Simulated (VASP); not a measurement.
# Si16Ge (a cell with a defect) in VASP: further runs, part 2 of 3

VASP 6.6.1.

### 3 Single point, PBE

Contents of INCAR:

```
PREC = Accurate
ENCUT = 520
EDIFF = 1E-7
ISMEAR = -1
SIGMA = 0.02
LREAL = Auto
LASPH = True
NELM = 80
ALGO = Normal
ISIF = 2
LWAVE = False
LCHARG = False
GGA = PE
NBANDS = 53
```

Contents of KPOINTS:

```
Automatic mesh
0
Gamma
  2 2 2
```

Contents of POSCAR:

```
Si16Ge
1.0
    0.0000000000      5.4300000000      5.4300000000
    5.4300000000      0.0000000000      5.4300000000
    5.4300000000      5.4300000000      0.0000000000
Si Ge
16 1
Direct
    0.0123756906     -0.0088581952      0.0115653775
    0.1068968692      0.1542449355      0.1258471455
   -0.0195948435      0.0801104972      0.4955616943
    0.1266114180      0.1610313076      0.6463351750
    0.0129373849      0.5206169429     -0.0045948435
    0.0896961326      0.6138213628      0.1792541436
   -0.0135174954      0.5030570902      0.5551933702
    0.1208563536      0.6960313076      0.6190147330
    0.4833241252      0.0298987109     -0.0324585635
    0.5888121547      0.1101381215      0.1803775322
    0.4729189687      0.0034714549      0.5286648250
    0.5993093923      0.1525138122      0.6159023941
    0.4472559853      0.4790976059      0.0419521179
    0.6251565378      0.6488213628      0.1092081031
    0.4682688766      0.5473112339      0.5020626151
    0.5812430939      0.6532136280      0.6632688766
    0.7280847145      0.2592081031      0.7834990792
```

Potentials or basis: VASP PAW PBE potentials, release 64 (Si, Ge_d).

On the command line:

```sh
> cat potpaw_PBE.64/Si/POTCAR potpaw_PBE.64/Ge_d/POTCAR > POTCAR
> mpirun -np 1 vasp_std > vasp.out
```

It took 3 min on 1 thread of AMD EPYC 9R45 (Zen 5), shared host; peak memory 0.46 GiB.

It converged, with:

```yaml
Free_energy: -84.3465 eV
Pressure: 7.2 GPa
Largest_force: 3.749 eV/Å
Band_gap_on_the_k_mesh: zero (bands 39 and 40 overlap by 0.32 eV)
```

Forces on the atoms (eV/Å):
```
Si   1.102  0.099 -1.090
Si  -0.525  0.228  0.289
Si  -1.237  0.173 -0.693
Si  -1.101  0.683 -1.415
Si   0.169 -1.519 -0.614
Si   0.981 -0.098  0.323
Si   2.421 -1.937  2.109
Si   0.757 -0.961 -1.638
Si   1.189  1.793 -1.770
Si  -2.145 -0.745  0.968
Si   0.509  0.643  0.481
Si  -0.292 -1.165  1.644
Si   0.913  1.164  2.038
Si  -0.007 -0.097 -1.036
Si  -1.915  0.725  1.217
Si  -1.010  0.919 -0.547
Ge   0.191  0.093 -0.268
```

Stress tensor (GPa, compression positive):
```
 8.25 -1.04 -0.93
-1.04  7.56 -1.85
-0.93 -1.85  5.74
```

Levels at points of the mesh, in eV from the Fermi level:
| k point | band 37 | band 38 | band 39 | band 40 | band 41 | band 42 |
| --- | --- | --- | --- | --- | --- | --- |
| (0.00, 0.00, 0.00) | -0.67 | -0.53 | -0.44 | -0.19 | -0.04 | -0.01 |
| (0.50, 0.00, 0.00) | -1.26 | -0.73 | -0.28 | 0.32 | 0.59 | 0.67 |
| (0.00, 0.50, 0.00) | -1.08 | -0.90 | -0.15 | 0.17 | 0.48 | 0.92 |
| (0.00, 0.00, 0.50) | -1.23 | -0.87 | 0.00 | 0.26 | 0.53 | 0.70 |
| (0.50, 0.50, 0.50) | -1.13 | -0.96 | -0.04 | 0.18 | 0.36 | 0.81 |
| (0.50, 0.50, 0.00) | -1.37 | -1.21 | -0.01 | 0.67 | 0.99 | 1.17 |
| (0.00, 0.50, 0.50) | -1.49 | -1.20 | 0.00 | 0.69 | 1.12 | 1.14 |
| (0.50, 0.00, 0.50) | -1.40 | -1.16 | 0.13 | 0.85 | 0.95 | 1.12 |

Caveat: the k points lie up to 0.50 Å⁻¹ apart.

### 4 Single point, PBE

Contents of INCAR:

```
SYSTEM = Si16Ge
PREC = Accurate ; ENCUT = 520
EDIFF = 1E-7 ; ISMEAR = -1
SIGMA = 0.02 ; LREAL = Auto
LASPH = .True. ; NELM = 60
ALGO = Normal ; ISIF = 2
LWAVE = .False. ; LCHARG = .False.
GGA = PE ; NBANDS = 53
```

Contents of KPOINTS:

```
regular mesh
0
Gamma
  2 2 2
  0 0 0
```

Contents of POSCAR:

```
Si16Ge
1.0
    0.0000000000      5.4300000000      5.4300000000
    5.4300000000      0.0000000000      5.4300000000
    5.4300000000      5.4300000000      0.0000000000
Si Ge
16 1
Direct
   -0.0397329650     -0.0336003683      0.0398987109
    0.0644659300      0.1569889503      0.1440055249
    0.0065193370      0.0106813996      0.5066298343
    0.1415837937      0.1632228361      0.6265930018
   -0.0038858195      0.5301473297     -0.0265193370
    0.1169889503      0.6202117864      0.1388305709
   -0.0272559853      0.5363904236      0.4984714549
    0.1240791897      0.6486832413      0.5982044199
    0.4285819521      0.0411233886     -0.0207182320
    0.5668876611      0.1097790055      0.1717495396
    0.5120810313      0.0005156538      0.5104972376
    0.6124493554      0.1698895028      0.5846224678
    0.4643278085      0.4891528545      0.0629097606
    0.5878729282      0.6794198895      0.1281860037
    0.4915377532      0.5495303867      0.5017771639
    0.5993922652      0.6466298343      0.7106445672
    0.7222651934      0.2747145488      0.7601104972
```

On the command line:

```sh
> cat potpaw_PBE.64/Si/POTCAR potpaw_PBE.64/Ge_d/POTCAR > POTCAR
> mpirun -np 1 vasp_std > vasp.out
```

Wall time 3 min (1 thread of AMD EPYC 9R45 (Zen 5), shared host); peak memory 0.46 GiB.

Results (log left out):

```yaml
Free_energy: -84.5197 eV
Pressure: 5.6 GPa
Largest_force: 3.422 eV/Å
Band_gap_on_the_k_mesh: zero (bands 39 and 40 overlap by 0.32 eV)
```

Forces in eV/Å, atoms in the order of the input:
```
Si   1.956 -1.339  2.467
Si  -0.721 -0.794 -0.489
Si   1.049 -0.428  0.744
Si  -0.120 -0.085 -1.765
Si   0.905 -0.384 -1.168
Si  -0.635 -0.787 -1.474
Si   0.101  0.401 -0.449
Si   0.454  0.766 -0.009
Si  -0.060  0.552  0.751
Si  -1.782 -1.396  0.783
Si   0.595  0.109 -1.592
Si   0.886  1.257  0.708
Si   0.399  2.008  0.430
Si  -1.279  0.699  0.190
Si   0.048 -0.080  0.168
Si  -1.072 -1.524  1.078
Ge  -0.724  1.023 -0.373
```

Stress tensor (GPa, compression positive):
```
 6.16 -0.66 -0.11
-0.66  5.50 -2.41
-0.11 -2.41  5.02
```

Levels at points of the mesh, in eV from the Fermi level:
```csv
k point,band 37,band 38,band 39,band 40,band 41,band 42
"(0.00, 0.00, 0.00)",-0.76,-0.53,-0.20,-0.15,-0.09,0.24
"(0.50, 0.00, 0.00)",-1.04,-0.87,-0.11,0.31,0.69,0.88
"(0.00, 0.50, 0.00)",-1.03,-0.78,-0.39,0.34,0.62,0.84
"(0.00, 0.00, 0.50)",-1.00,-0.88,-0.23,0.39,0.62,0.76
"(0.50, 0.50, 0.50)",-1.01,-0.84,-0.31,-0.05,0.48,0.77
"(0.50, 0.50, 0.00)",-1.33,-1.10,0.05,0.74,1.05,1.08
"(0.00, 0.50, 0.50)",-1.36,-1.07,0.17,0.87,1.04,1.06
"(0.50, 0.00, 0.50)",-1.49,-1.19,0.08,0.66,1.08,1.14
```

Caveat: the k points lie up to 0.50 Å⁻¹ apart.

### 5 Single point, PBE

Contents of INCAR:

```
SYSTEM = Si16Ge
PREC     = Accurate       ! precision mode
ENCUT    = 520            ! plane-wave cutoff, eV
EDIFF    = 1E-6           ! SCF threshold, eV
ISMEAR   = -1             ! smearing method
SIGMA    = 0.02           ! smearing width, eV
LREAL    = Auto         
LASPH    = .True.         ! aspherical terms in the spheres
NELM     = 80             ! most SCF steps
ALGO     = Normal         ! electronic algorithm
ISIF     = 2              ! what is computed and relaxed
LWAVE    = .False.        ! write WAVECAR
LCHARG   = .True.         ! write CHGCAR
GGA      = PE             ! functional
LELF     = .True.         ! ELF
LVHAR    = .True.       
NBANDS   = 53             ! bands
```

KPOINTS is that of step 4.

Contents of POSCAR:

```
Si16Ge
1.0
    0.0000000000      5.4300000000      5.4300000000
    5.4300000000      0.0000000000      5.4300000000
    5.4300000000      5.4300000000      0.0000000000
Si Ge
16 1
Direct
   -0.0491068140      0.0059944751      0.0013167587
    0.0476703499      0.1718324125      0.1403222836
    0.0194106814     -0.0082320442      0.5100552486
    0.1224769797      0.1417587477      0.6292173112
   -0.0414456722      0.5388121547      0.0010036832
    0.0884806630      0.6040607735      0.1616482505
   -0.0335727440      0.5115653775      0.5007918969
    0.1503406998      0.6133425414      0.6270073665
    0.4134438306      0.0369429098      0.0054696133
    0.5530755064      0.0880847145      0.2047513812
    0.4766022099      0.0043554328      0.5466574586
    0.6331307551      0.1298342541      0.6056353591
    0.4666022099      0.4618692449      0.0628453039
    0.5601841621      0.6690239411      0.1369613260
    0.4872836096      0.5229558011      0.5061049724
    0.5933701657      0.6984530387      0.6950828729
    0.7069613260      0.2772007366      0.7516390424
```

Potentials or basis: VASP PAW PBE potentials, release 64 (Si, Ge_d).

On the command line:

```sh
> cat potpaw_PBE.64/Si/POTCAR potpaw_PBE.64/Ge_d/POTCAR > POTCAR
> mpirun -np 1 vasp_std > vasp.out
```

OUTCAR:

```text
SYSTEM = Si16Ge
   PREC = Accurate
   ENCUT = 520
   EDIFF = 1E-6
   ISMEAR = -1
   LREAL = Auto
   LASPH = .True.
   NELM = 80
   ISIF = 2
   GGA = PE

 ion  position               nearest neighbor table
   1  0.951  0.006  0.001-   4 2.37   6 2.53   2 2.53  10 2.54  17 2.69
   2  0.048  0.172  0.140-   9 2.30   5 2.31   3 2.40   1 2.53
   3  0.019  0.992  0.510-   4 2.34   8 2.37   2 2.40  12 2.43  17 2.89
   4  0.122  0.142  0.629-  11 2.23   7 2.33   3 2.34   1 2.37  17 2.61
   5  0.959  0.539  0.001-   6 2.26   2 2.31   8 2.39  14 2.50
   6  0.088  0.604  0.162-   7 2.13   5 2.26  13 2.38   1 2.53
   7  0.966  0.512  0.501-   6 2.13   4 2.33  16 2.50   8 2.60  17 2.68
   8  0.150  0.613  0.627-  15 2.12   3 2.37   5 2.39   7 2.60
   9  0.413  0.037  0.005-   2 2.30  14 2.32  10 2.51  12 2.57  17 2.91
  10  0.553  0.088  0.205-  11 2.19  13 2.36   9 2.51   1 2.54  17 2.86
  11  0.477  0.004  0.547-  16 1.96  12 2.17  10 2.19   4 2.23
  12  0.633  0.130  0.606-  11 2.17  17 2.32   3 2.43  15 2.47   9 2.57
  13  0.467  0.462  0.063-  10 2.36   6 2.38  14 2.41  16 2.47  17 2.74
  14  0.560  0.669  0.137-   9 2.32  15 2.34  13 2.41   5 2.50
  15  0.487  0.523  0.506-   8 2.12  14 2.34  12 2.47  17 2.53  16 2.97
[... 209 lines left out ...]
      1     -18.2899      2.00000
      2     -18.2713      2.00000
      3     -18.2686      2.00000
      4     -18.2613      2.00000
      5     -18.2594      2.00000
      6      -6.3700      2.00000
[... 421 lines left out ...]
     50      10.1020      0.00000
     51      10.3450      0.00000
 [bands above 51 left out]

------------------------ aborting loop because EDIFF is reached ----------------------------------------

  FORCE on cell =-STRESS in cart. coord.  units (eV):
  Direction    XX          YY          ZZ          XY          YZ          ZX
  --------------------------------------------------------------------------------------
  -------------------------------------------------------------------------------------
  Total       13.4482764     18.0589097     12.4711923     -1.5718133     -3.2367382     -0.2471254
  in kB       67.2895654     90.3592516     62.4006441     -7.8646983    -16.1952877     -1.2365127
  external PRESSURE =      73.3498204 kB  Pullay stress =       0.0000000 kB

 VOLUME and BASIS-vectors are now :
 -----------------------------------------------------------------------------
  energy-cutoff  :      520.00
  volume of cell :      320.21
      direct lattice vectors                 reciprocal lattice vectors
     0.000000000  5.430000000  5.430000000    -0.092081031  0.092081031  0.092081031
     5.430000000  0.000000000  5.430000000     0.092081031 -0.092081031  0.092081031
     5.430000000  5.430000000  0.000000000     0.092081031  0.092081031 -0.092081031

 POSITION                                       TOTAL-FORCE (eV/Angst)
 -----------------------------------------------------------------------------------
      0.03970      5.17050      5.19590         0.910581      1.405871     -0.619162
      1.69500      1.02080      1.19190        -0.697123     -0.129613     -1.058954
      8.15490      2.87500      5.49070        -0.534564     -0.925366     -0.134854
      4.18640      4.08170      1.43480         0.475979     -0.243343     -0.489544
      2.93120      5.21040      8.13070        -0.063919     -1.021183     -0.786699
      4.15780      1.35820      3.76050        -0.958648     -1.622129      2.772650
[... 9 lines left out ...]
      7.56690      6.99630      7.01460        -3.857188      4.865378     -3.695762
      5.58660      7.92020      5.34400         1.557708      0.309386      0.223628
 -----------------------------------------------------------------------------------
    total drift:                                0.005401     -0.001857     -0.005445

  FREE ENERGIE OF THE ION-ELECTRON SYSTEM (eV)
  ---------------------------------------------------
  free  energy   TOTEN  =       -82.9055085503 eV

  energy  without entropy=      -82.8877429436  energy(sigma->0) =      -82.89662575
```

stdout:

```text
POSCAR found type information on POSCAR SiGe
 POSCAR found :  2 types and      17 ions
 scaLAPACK will be used
 LDA part: xc-table for (Slater+PW92), standard interpolation
 POSCAR, INCAR and KPOINTS ok, starting setup
 FFT: planning ... GRIDC
 FFT: planning ... GRID_SOFT
 FFT: planning ... GRID
 WAVECAR not read
 entering main loop
```

Run time: 2.9 min. Hardware: 1 thread of AMD EPYC 9R45 (Zen 5), shared host; peak memory 0.46 GiB.

Results:

| Quantity | Value |
| --- | --- |
| Free energy | -82.9055 eV |
| Pressure | 7.3 GPa |
| Largest force | 7.226 eV/Å |
| Band gap on the k mesh | zero (bands 39 and 40 overlap by 0.38 eV) |

Forces in eV/Å, atoms in the order of the input:
```
Si   0.911  1.406 -0.619
Si  -0.697 -0.130 -1.059
Si  -0.535 -0.925 -0.135
Si   0.476 -0.243 -0.490
Si  -0.064 -1.021 -0.787
Si  -0.959 -1.622  2.773
Si   2.898  2.084 -0.544
Si   1.640 -2.288 -2.563
Si  -0.434  0.507  0.911
Si  -2.118 -1.253  1.263
Si   2.163 -3.855  1.925
Si   0.619  0.483  0.030
Si   0.807 -0.520  0.589
Si  -1.171  0.731  0.190
Si  -1.236  1.471  1.987
Si  -3.857  4.865 -3.696
Ge   1.558  0.309  0.224
```

Levels at points of the mesh, in eV from the Fermi level:
| k point | band 35 | band 36 | band 37 | band 38 | band 39 | band 40 | band 41 | band 42 | band 43 | band 44 |
| --- | --- | --- | --- | --- | --- | --- | --- | --- | --- | --- |
| (0.00, 0.00, 0.00) | -1.19 | -1.04 | -0.85 | -0.64 | -0.51 | -0.35 | 0.01 | 0.08 | 0.34 | 0.42 |
| (0.50, 0.00, 0.00) | -1.62 | -1.33 | -0.96 | -0.74 | -0.46 | 0.11 | 0.59 | 0.74 | 0.88 | 1.20 |
| (0.00, 0.50, 0.00) | -1.44 | -1.25 | -1.07 | -0.93 | 0.00 | 0.12 | 0.35 | 0.66 | 0.91 | 1.12 |
| (0.00, 0.00, 0.50) | -1.61 | -1.10 | -0.94 | -0.62 | -0.35 | 0.25 | 0.48 | 0.70 | 1.05 | 1.19 |
| (0.50, 0.50, 0.50) | -1.56 | -1.39 | -1.08 | -1.03 | -0.52 | -0.03 | 0.20 | 0.69 | 0.76 | 1.10 |
| (0.50, 0.50, 0.00) | -1.88 | -1.69 | -1.42 | -1.00 | -0.02 | 0.47 | 0.97 | 1.15 | 1.35 | 1.69 |
| (0.00, 0.50, 0.50) | -1.78 | -1.61 | -1.42 | -0.95 | 0.03 | 0.64 | 0.85 | 0.94 | 1.28 | 1.71 |
| (0.50, 0.00, 0.50) | -1.73 | -1.64 | -1.54 | -1.42 | 0.03 | 0.47 | 0.96 | 1.04 | 1.25 | 1.71 |

Caveat: the k points lie up to 0.50 Å⁻¹ apart; the atoms stand as in a frame of molecular dynamics.

(Part 2 of 3 ends here.)
